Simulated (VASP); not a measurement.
Crystal: HfO2.

```
CELL_PARAMETERS angstrom
4.88041 0.00000 0.00000
0.00000 4.88041 0.00000
0.00000 0.00000 3.23756
ATOMIC_POSITIONS crystal
Hf 0.00000 0.00000 0.00000
Hf 0.50000 0.50000 0.50000
O 0.19481 0.80519 0.50000
O 0.30519 0.30519 0.00000
O 0.69481 0.69481 0.00000
O 0.80519 0.19481 0.50000
```

```yaml
Program: VASP 6.6.1
Task: relaxation of cell and atoms
Functional: LDA
Potentials_or_basis: VASP PAW LDA potentials, release 64 (Hf_pv, O)
Cutoff: 600 eV
k_mesh: 6 × 6 × 8
Occupations: fermi-dirac, width 0.02 eV
Spin: no spin polarisation
```

At the start: pressure -13.8 GPa; volume 12.85 Å³/atom.

Problem. How do energy, volume and symmetry change on relaxing?

Solution. Over 11 steps the energy falls by 36.0 meV/atom and the volume is 12.06 Å³/atom (-6.2 %); space group P4_2/mnm (No. 136, to 0.1 Å) before and after.

The path:
```
step  energy change (eV)  largest force (eV/Å)  pressure (GPa)  volume (Å³)
   1              0.0000                0.1598          -13.80        77.11
   2              0.4797                0.9299           32.85        65.40
   3             -0.2111                0.1339           -0.68        72.68
   4             -0.2113                0.1438           -0.28        72.55
   5             -0.2113                0.1511            0.04        72.46
   6             -0.2155                0.0569            0.33        72.21
   7             -0.2158                0.0157            0.26        72.26
   8             -0.2158                0.0131           -0.34        72.44
   9             -0.2159                0.0142           -0.07        72.35
  10             -0.2159                0.0141           -0.06        72.34
  11             -0.2159                0.0017            0.01        72.33
```

Final structure:
```yaml
crystal:
  lattice:
    - [4.77155, 0.00000, 0.00000]
    - [0.00000, 4.77155, 0.00000]
    - [0.00000, 0.00000, 3.17691]
  atoms:
    - { symbol: Hf, position: [0.00000, 0.00000, 0.00000] }
    - { symbol: Hf, position: [0.50000, 0.50000, 0.50000] }
    - { symbol: O, position: [0.19502, 0.80498, 0.50000] }
    - { symbol: O, position: [0.30498, 0.30498, 0.00000] }
    - { symbol: O, position: [0.69502, 0.69502, 0.00000] }
    - { symbol: O, position: [0.80498, 0.19502, 0.50000] }
```
